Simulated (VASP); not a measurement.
# Sn (I4_1/amd) in VASP: single point with PBE

Aim: the single point of Sn with PBE.

Program: VASP 6.6.1. These are calculated values, not measurements. Logs are shortened: lines on timing, memory, paths and dates and some standing lists are left out, and cuts for length are marked.

## (1) The cell of the first run

It takes space group I4_1/amd (No. 141, tetragonal). Conventional cell: a = 4.590 Å, b = 4.590 Å, c = 6.686 Å, α = 90.00°, β = 90.00°, γ = 90.00°. Within 3.7 Å of Sn (site symmetry -4m2) lie 4 Sn at 2.84 Å.

## (2) Single point, PBE (zz strain of +3 %)

Input file INCAR:

```
SYSTEM = Sn
PREC = Accurate
ENCUT = 520
EDIFF = 1E-6
ISMEAR = -1
SIGMA = 0.03
LREAL = .False.
LASPH = .True.
NELM = 100
ALGO = Normal
ISIF = 2
LWAVE = .False.
LCHARG = .False.
GGA = PE
NBANDS = 21
```

Input file KPOINTS:

```
regular mesh
0
Gamma
  9 9 9
  0 0 0
```

Input file POSCAR:

```
Sn
1.0
    0.0000000000      3.2456000000      3.3429680000
    3.2456000000      0.0000000000      3.3429680000
    3.2456000000      3.2456000000      0.0000000000
Sn
2
Direct
    0.5000000000      0.5000000000      0.5000000000
    0.7500000000      0.7500000000      0.7500000000
```

Potentials or basis: VASP PAW PBE potentials, release 64 (Sn_d).

Run with:

```sh
> cat potpaw_PBE.64/Sn_d/POTCAR > POTCAR
> mpirun -np 1 vasp_std > vasp.out
```

OUTCAR:

```text
SYSTEM = Sn
   PREC = Accurate
   ENCUT = 520
   EDIFF = 1E-6
   ISMEAR = -1
   LREAL = .False.
   LASPH = .True.
   NELM = 100
   ISIF = 2
   GGA = PE

 ion  position               nearest neighbor table
   1  0.500  0.500  0.500-   2 2.84   2 2.84   2 2.84   2 2.84
   2  0.750  0.750  0.750-   1 2.84   1 2.84   1 2.84   1 2.84

  LATTYP: Found a body centered tetragonal cell.
 ALAT       =     4.5899715380
 C/A-ratio  =     1.4566399692

  Lattice vectors:

 A1 = (  -3.2456000000,   0.0000000000,   3.3429680000)
 A2 = (   3.2456000000,   0.0000000000,   3.3429680000)
 A3 = (   0.0000000000,   3.2456000000,  -3.3429680000)

Analysis of symmetry for initial positions (statically):
=====================================================================
 Subroutine PRICEL returns:
 Original cell was already a primitive cell.

 Routine SETGRP: Setting up the symmetry group for a
 body centered tetragonal supercell.

 Subroutine GETGRP returns: Found 16 space group operations
 (whereof  8 operations were pure point group operations)
 out of a pool of 16 trial point group operations.

The static configuration has the point symmetry D_2d.
 The point group associated with its full space group is D_4h.

Analysis of symmetry for dynamics (positions and initial velocities):
=====================================================================
 Subroutine PRICEL returns:
 Original cell was already a primitive cell.

 Routine SETGRP: Setting up the symmetry group for a
 body centered tetragonal supercell.

 Subroutine GETGRP returns: Found 16 space group operations
 (whereof  8 operations were pure point group operations)
 out of a pool of 16 trial point group operations.

The dynamic configuration has the point symmetry D_2d.
 The point group associated with its full space group is D_4h.

 Subroutine INISYM returns: Found 16 space group operations
 (whereof  8 operations are pure point group operations),
 and found     1 'primitive' translations

----------------------------------------------------------------------------------------

                                     Primitive cell

  volume of cell :      70.4291

  direct lattice vectors                    reciprocal lattice vectors
     0.000000000  3.245600000  3.342968000    -0.154054720  0.154054720  0.149567690
     3.245600000  0.000000000  3.342968000     0.154054720 -0.154054720  0.149567690
     3.245600000  3.245600000  0.000000000     0.154054720  0.154054720 -0.149567690

  length of vectors
     4.659329824  4.659329824  4.589971538     0.264265411  0.264265411  0.264265411

  position of ions in fractional coordinates (direct lattice)
     0.500000000  0.500000000  0.500000000
     0.750000000  0.750000000  0.750000000

  ion indices of the primitive-cell ions
   primitive index   ion index
                 1           1
                 2           2

----------------------------------------------------------------------------------------

 KPOINTS: regular mesh

Automatic generation of k-mesh.
 Grid dimensions read from file:
 generate k-points for:    9    9    9

 Generating k-lattice:

  Cartesian coordinates                     Fractional coordinates (reciprocal lattice)
    -0.017117191  0.017117191  0.016618632     0.111111111  0.000000000  0.000000000
     0.017117191 -0.017117191  0.016618632     0.000000000  0.111111111  0.000000000
     0.017117191  0.017117191 -0.016618632     0.000000000  0.000000000  0.111111111

  Length of vectors
     0.029362823  0.029362823  0.029362823

  Shift w.r.t. Gamma in fractional coordinates (k-lattice)
     0.000000000  0.000000000  0.000000000

 Subroutine IBZKPT returns following result:
 ===========================================

 Found     75 irreducible k-points:

 Following reciprocal coordinates:
            Coordinates               Weight
  0.000000  0.000000  0.000000      1.000000
  0.111111  0.000000  0.000000      8.000000
  0.222222 -0.000000  0.000000      8.000000
  0.333333 -0.000000  0.000000      8.000000
  0.444444 -0.000000  0.000000      8.000000
  0.111111  0.111111  0.000000      2.000000
[... 16 lines left out ...]
 -0.333333  0.333333  0.000000      4.000000
  0.444444  0.444444  0.000000      2.000000
 [... further k-points ...]
   k-points           NKPTS =     75   k-points in BZ     NKDIM =     75   number of bands    NBANDS=     21
   number of dos      NEDOS =    301   number of ions     NIONS =      2
   total plane-waves  NPLWV =  46656
   dimension x,y,z NGX =    36 NGY =   36 NGZ =   36
   dimension x,y,z NGXF=    72 NGYF=   72 NGZF=   72
   ions per type =               2
   NGX,Y,Z   is equivalent  to a cutoff of  12.84, 12.84, 13.04 a.u.
   NGXF,Y,Z  is equivalent  to a cutoff of  25.69, 25.69, 26.08 a.u.
 SYSTEM =  Sn
   PREC   = accura    normal or accurate (medium, high low for compatibility)
   ISTART =      0    job   : 0-new  1-cont  2-samecut
   ICHARG =      2    charge: 1-file 2-atom 10-const
   ISPIN  =      1    spin polarized calculation?
   LNONCOLLINEAR =      F non collinear calculations
   LSORBIT =      F    spin-orbit coupling
   LASPH  =      T    aspherical Exc in radial PAW
   ENCUT  =  520.0 eV  38.22 Ry    6.18 a.u.   8.66  8.66  8.53*2*pi/ulx,y,z
   NELM   =    100;   NELMIN=  2; NELMDL= -5     # of ELM steps
   EDIFF  = 0.1E-05   stopping-criterion for ELM
   LREAL  =      F    real-space projection
   EDIFFG = 0.1E-04   stopping-criterion for IOM
   NSW    =      0    number of steps for IOM
   IBRION =     -1    ionic relax: 0-MD 1-quasi-New 2-CG
   NFREE  =      0    steps in history (QN), initial steepest desc. (CG)
   ISIF   =      2    stress and relaxation
   ISYM   =      2    0-nonsym 1-usesym 2-fastsym
   POTIM  = 0.5000    time-step for ionic-motion
   TEBEG  =    0.0;   TEEND  =   0.0 temperature during run
   PSTRESS=    0.0 pullay stress
   NELECT =      28.0000    total number of electrons
   NUPDOWN=      -1.0000    fix difference up-down
   EMIN   =  10.00;   EMAX   =-10.00  energy-range for DOS
   EFERMI =   0.00;   METHOD = LEGACY
   ISMEAR =    -1;   SIGMA  =   0.03  broadening in eV -4-tet -1-fermi 0-gaus
   EFERMI_NEDOS =   21; number of points for ismear=-14 and -15
   IALGO  =     38    algorithm
   IMIX   =      4    mixing-type and parameters
     AMIX     =   0.40;   BMIX     =  1.00
     AMIX_MAG =   1.60;   BMIX_MAG =  1.00
  volume/ion in A,a.u.               =      35.21       237.64
  Fermi-wavevector in a.u.,A,eV,Ry     =   1.203770  2.274795 19.715681  1.449062
  Thomas-Fermi vector in A             =   2.339514
   LORBIT       =      0    0 simple, 1 ext, 2 COOP (PROOUT), +10 PAW based schemes
   GGA     = PE    functional components
   LHFCALC =     F    Hartree Fock is set to
   AEXX    =    0.0000 exact exchange contribution
   IVDW    =     0    specifies the selected vdW correction
   LEPSILON=     F    determine dielectric tensor
   LRPA    =     F    only Hartree local field effects (RPA)
 non-spin polarized calculation
  energy-cutoff  :      520.00
  volume of cell :       70.43
 maximum number of plane-waves:      1914
   NGX = 17   NGY = 17   NGZ = 17

 number of electron      27.9999991 magnetization

 Free energy of the ion-electron system (eV)
  ---------------------------------------------------
  ext. energy  EPLUGINS =         0.00000000
  ---------------------------------------------------
  free energy    TOTEN  =        -7.66742807 eV

  energy without entropy =       -7.66628397  energy(sigma->0) =       -7.66685602

 E-fermi :   5.2823     XC(G=0):  -8.7444

 val. band max:        5.2800186092   @ k =   0.0000   0.0000   0.0000
 cond. band min:       5.4223292349   @ k =   0.3333  -0.0000   0.0000
 fundamental gap:      0.1423106256
 Fermi energy:         5.2823272722

 k-point     1 :       0.0000    0.0000    0.0000
  band No.  band energies     occupation
      1     -16.3036      2.00000
      2     -16.3036      2.00000
      3     -16.2939      2.00000
      4     -16.2461      2.00000
      5     -16.2436      2.00000
      6     -15.9717      2.00000
[... 13 lines left out ...]
     20      12.9610      0.00000
     21      13.3221      0.00000

 k-point     2 :       0.1111    0.0000    0.0000
  band No.  band energies     occupation
      1     -16.3118      2.00000
      2     -16.3066      2.00000
      3     -16.2965      2.00000
      4     -16.2341      2.00000
      5     -16.2327      2.00000
      6     -15.9826      2.00000
[... 13 lines left out ...]
     20      12.2823      0.00000
     21      12.6259      0.00000

 k-point     3 :       0.2222   -0.0000    0.0000
  band No.  band energies     occupation
      1     -16.3251      2.00000
      2     -16.3174      2.00000
      3     -16.2907      2.00000
      4     -16.2131      2.00000
      5     -16.2130      2.00000
      6     -16.0011      2.00000
[... 13 lines left out ...]
     20      12.0879      0.00000
     21      12.2192      0.00000

 k-point     4 :       0.3333   -0.0000    0.0000
  band No.  band energies     occupation
      1     -16.3344      2.00000
      2     -16.3249      2.00000
      3     -16.2824      2.00000
      4     -16.1977      2.00000
      5     -16.1967      2.00000
      6     -16.0147      2.00000
[... 13 lines left out ...]
     20      12.6006      0.00000
     21      12.6441      0.00000

 k-point     5 :       0.4444   -0.0000    0.0000
  band No.  band energies     occupation
      1     -16.3387      2.00000
      2     -16.3280      2.00000
      3     -16.2767      2.00000
      4     -16.1906      2.00000
      5     -16.1889      2.00000
      6     -16.0207      2.00000
[... 13 lines left out ...]
     20      13.6049      0.00000
     21      13.7949      0.00000

 k-point     6 :       0.1111    0.1111    0.0000
  band No.  band energies     occupation
      1     -16.3105      2.00000
      2     -16.3105      2.00000
      3     -16.3040      2.00000
      4     -16.2349      2.00000
      5     -16.2188      2.00000
      6     -16.0105      2.00000
[... 13 lines left out ...]
     20      11.3940      0.00000
     21      13.5772      0.00000

 k-point     7 :       0.2222    0.1111    0.0000
  band No.  band energies     occupation
      1     -16.3239      2.00000
      2     -16.3209      2.00000
      3     -16.2987      2.00000
      4     -16.2202      2.00000
      5     -16.1947      2.00000
      6     -16.0353      2.00000
[... 13 lines left out ...]
     20      12.0164      0.00000
     21      13.1178      0.00000
[... 291 lines left out ...]
      1     -16.3434      2.00000
      2     -16.3434      2.00000
      3     -16.2912      2.00000
      4     -16.1717      2.00000
      5     -16.1386      2.00000
      6     -16.1035      2.00000
[... 13 lines left out ...]
     20      14.3897      0.00000
     21      14.6206      0.00000

 k-point    21 :       0.4444    0.3333    0.0000
  band No.  band energies     occupation
      1     -16.3555      2.00000
      2     -16.3497      2.00000
      3     -16.2659      2.00000
      4     -16.1626      2.00000
      5     -16.1495      2.00000
      6     -16.0792      2.00000
[... 13 lines left out ...]
     20      14.4372      0.00000
     21      15.0453      0.00000

 k-point    22 :      -0.4444    0.3333    0.0000
  band No.  band energies     occupation
      1     -16.3671      2.00000
      2     -16.3534      2.00000
      3     -16.2365      2.00000
      4     -16.1580      2.00000
      5     -16.1287      2.00000
      6     -16.0804      2.00000
[... 13 lines left out ...]
     20      13.8610      0.00000
     21      15.2951      0.00000

 k-point    23 :      -0.3333    0.3333    0.0000
  band No.  band energies     occupation
      1     -16.3683      2.00000
      2     -16.3537      2.00000
      3     -16.2294      2.00000
      4     -16.1260      2.00000
      5     -16.1198      2.00000
      6     -16.1143      2.00000
[... 13 lines left out ...]
     20      12.7055      0.00000
     21      15.5777      0.00000

 k-point    24 :       0.4444    0.4444    0.0000
  band No.  band energies     occupation
      1     -16.3535      2.00000
      2     -16.3535      2.00000
      3     -16.2552      2.00000
      4     -16.2024      2.00000
      5     -16.1252      2.00000
      6     -16.0760      2.00000
[... 13 lines left out ...]
     20      14.9073      0.00000
     21      15.5416      0.00000

 [... further k-points ...]
[... 5 lines left out ...]
  --------------------------------------------------------------------------------------
  -------------------------------------------------------------------------------------
  Total        0.8991305      0.8991305      0.5229140      0.0000000     -0.0000000      0.0000000
  in kB       20.4541338     20.4541338     11.8956620      0.0000000     -0.0000000      0.0000000
  external PRESSURE =      17.6013098 kB  Pullay stress =       0.0000000 kB

 VOLUME and BASIS-vectors are now :
 -----------------------------------------------------------------------------
  energy-cutoff  :      520.00
  volume of cell :       70.43
      direct lattice vectors                 reciprocal lattice vectors
     0.000000000  3.245600000  3.342968000    -0.154054720  0.154054720  0.149567690
     3.245600000  0.000000000  3.342968000     0.154054720 -0.154054720  0.149567690
     3.245600000  3.245600000  0.000000000     0.154054720  0.154054720 -0.149567690

 POSITION                                       TOTAL-FORCE (eV/Angst)
 -----------------------------------------------------------------------------------
      3.24560      3.24560      3.34297         0.000000      0.000000      0.000000
      4.86840      4.86840      5.01445        -0.000000     -0.000000     -0.000000
 -----------------------------------------------------------------------------------
    total drift:                                0.000000      0.000000      0.000000

  FREE ENERGIE OF THE ION-ELECTRON SYSTEM (eV)
  ---------------------------------------------------
  free  energy   TOTEN  =        -7.6674280734 eV

  energy  without entropy=       -7.6662839677  energy(sigma->0) =       -7.66685602
```

It took 56 s on 1 thread of AMD EPYC 9R45 (Zen 5), shared host; peak memory 0.22 GiB.

What came out:

* Free energy: -7.6674 eV
* Pressure: 1.8 GPa
* Band gap on the k mesh: zero (band 14 reaches 5.48 eV, above the bottom of band 15 at 5.27 eV)

Caveat: the cell differs from its parent crystal (zz strain of +3 %); spin-orbit coupling is left out, which moves the levels of the heavy elements.
